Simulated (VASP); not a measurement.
**BeAl35N35 (a cell with a defect) (Be_Al-V_N): single point with PBE**

BeAl35N35 (a cell with a defect) (Be_Al-V_N):

```xyz
71
Lattice="9.3893 0.0000 0.0000 -4.6946 8.1313 0.0000 0.0000 0.0000 10.0348" Properties=species:S:1:pos:R:3 pbc="T T T"
Al    1.5628    0.9004    2.4956
Al   -0.0331    1.8272    4.9710
Al    1.5675    0.9076    7.5049
Al   -0.0035    1.8099   10.0132
Al   -0.0312    3.5906    2.5197
Al   -1.5623    4.4713    4.9738
Al    0.0408    3.6326    7.4674
Al   -1.5608    4.5072   10.0128
Al   -1.5631    6.3151    2.4939
Al   -3.1212    7.2267    5.0049
Al   -1.5556    6.3190    7.5063
Al   -3.1293    7.2238   10.0212
Al    4.6834    0.8920    2.5052
Al    3.1104    1.8421    5.0143
Al    4.6917    0.8974    7.5162
Al    3.1268    1.8111   10.0279
Al    3.0993    3.6225    2.5479
Al    3.1256    3.6187    7.4968
Al    1.5572    4.5099   10.0307
Al    1.5633    6.2873    2.5502
Al    0.0284    7.1855    5.0144
Al    1.5721    6.3135    7.4970
Al    0.0064    7.2173   10.0289
Al    7.8049    0.8826    2.4956
Al    6.2409    1.7881    5.0055
Al    7.8282    0.9061    7.5068
Al    6.2556    1.7997   10.0201
Al    6.2376    3.5989    2.4920
Al    4.6867    4.5190    5.0100
Al    6.2675    3.6073    7.5082
Al    4.6868    4.5114   10.0241
Al    4.6920    6.3168    2.4984
Al    3.1317    7.2158    5.0081
Al    4.7016    6.3239    7.5171
Al    3.1247    7.2179   10.0243
N     1.5477    0.9232    4.4060
N    -0.0127    1.7924    1.9058
N     1.5582    0.9042    9.4238
N     0.0046    1.8201    6.8857
N    -1.5763    4.5020    1.9035
N     0.0018    3.6141    9.3996
N    -1.5456    4.5045    6.8879
N    -1.5507    6.2938    4.4049
N    -3.1258    7.2215    1.9027
N    -1.5658    6.3170    9.4250
N    -3.1187    7.2269    6.9158
N     4.6719    0.8873    4.4182
N     3.1249    1.8121    1.9135
N     4.6870    0.8977    9.4328
N     3.1346    1.8048    6.9230
N     3.0740    3.6670    4.4559
N     1.5300    4.4913    1.9220
N     3.1196    3.6159    9.4213
N     1.5937    4.5289    6.8417
N     1.5926    6.2504    4.4592
N     0.0099    7.2094    1.9146
N     1.5629    6.3135    9.4213
N     0.0070    7.2224    6.9239
N     7.8041    0.8866    4.4056
N     6.2508    1.7932    1.8982
N     7.8228    0.9008    9.4238
N     6.2608    1.7996    6.9178
N     6.2379    3.5953    4.4026
N     4.6767    4.5067    1.9065
N     6.2575    3.6111    9.4242
N     4.7106    4.5169    6.9221
N     4.7060    6.3276    4.4104
N     3.1199    7.2059    1.9065
N     4.6933    6.3223    9.4307
N     3.1450    7.2310    6.9216
Be    1.8997    4.7093    5.1607
```

```json
{
 "Program": "VASP 6.6.1",
 "Task": "single point",
 "Functional": "PBE",
 "Potentials or basis": "VASP PAW PBE potentials, release 64 (Al, N, Be)",
 "Cutoff": "520 eV",
 "k mesh": "2 × 2 × 2, shifted",
 "Occupations": "fermi-dirac, width 0.01 eV",
 "Spin": "no spin polarisation",
 "Dipole correction": "no",
 "Further INCAR settings": "LREAL = Auto; ALGO = Normal; EDIFF = 1e-06; NBANDS = 182"
}
```

```
Pressure               : -1.5 GPa
Largest force          : 0.103 eV/Å
Band gap on the k mesh : 3.45 eV
```

Forces on the atoms (eV/Å):
```
Al   0.035 -0.016 -0.018
Al   0.043 -0.050  0.032
Al   0.035 -0.015 -0.032
Al  -0.020  0.010 -0.024
Al   0.062  0.008 -0.052
Al  -0.028  0.064 -0.004
Al   0.011 -0.008 -0.004
Al  -0.024  0.021 -0.033
Al   0.029  0.000 -0.002
Al  -0.007  0.009 -0.028
Al   0.029 -0.016 -0.036
Al  -0.024  0.020 -0.026
Al   0.021 -0.016 -0.018
Al  -0.026  0.018 -0.019
Al   0.020 -0.020 -0.021
Al  -0.023  0.024 -0.021
Al   0.015 -0.012 -0.024
Al   0.032 -0.012 -0.016
Al  -0.016  0.017  0.002
Al   0.013 -0.028 -0.048
Al  -0.060  0.016 -0.007
Al   0.020 -0.015 -0.009
Al  -0.017  0.020 -0.024
Al   0.019 -0.015 -0.070
Al  -0.065  0.026  0.001
Al   0.023 -0.001 -0.005
Al  -0.030  0.010 -0.022
Al   0.005 -0.021 -0.027
Al  -0.030  0.016 -0.020
Al   0.031 -0.012 -0.024
Al  -0.035  0.013 -0.022
Al   0.035 -0.016 -0.018
Al   0.073 -0.049  0.053
Al   0.036 -0.019 -0.015
Al  -0.031  0.012 -0.021
N    0.038 -0.016  0.014
N   -0.032  0.022  0.017
N    0.033 -0.022  0.031
N   -0.027  0.026  0.025
N   -0.037  0.016  0.033
N    0.037 -0.030  0.018
N   -0.034  0.016  0.015
N    0.018 -0.005  0.029
N   -0.038  0.024  0.010
N    0.032 -0.031  0.025
N   -0.032  0.019  0.024
N    0.042 -0.024  0.017
N   -0.034  0.014  0.019
N    0.034 -0.023  0.026
N   -0.039  0.016  0.032
N    0.083 -0.043  0.018
N   -0.033  0.009 -0.011
N    0.042 -0.025  0.014
N   -0.018  0.015  0.043
N   -0.070  0.014 -0.044
N   -0.035  0.026  0.018
N    0.042 -0.015  0.015
N   -0.038  0.027  0.014
N   -0.022  0.046 -0.027
N   -0.027  0.022  0.019
N    0.035 -0.020  0.026
N   -0.035  0.022  0.008
N    0.027 -0.025  0.020
N   -0.033  0.028  0.020
N    0.036 -0.023  0.033
N   -0.032  0.023  0.023
N    0.037 -0.013  0.011
N   -0.040  0.020  0.033
N    0.044 -0.027  0.024
N   -0.039  0.029  0.018
Be  -0.035 -0.052  0.014
```

Stress tensor (GPa, compression positive):
```
-0.92  0.47  0.50
 0.47 -1.77  0.28
 0.50  0.28 -1.66
```

Levels at points of the mesh, in eV from the valence-band top:
| k point | band 139 | band 140 | band 141 | band 142 | band 143 | band 144 |
| --- | --- | --- | --- | --- | --- | --- |
| (0.25, 0.25, 0.25) | -1.03 | -0.91 | -0.01 | 3.51 | 3.63 | 3.85 |

Run time: 8.2 min on 4 MPI ranks on AMD EPYC 9R45 96-Core Processor (Zen 5), with other jobs on the host, peak memory 0.79 GiB a rank.
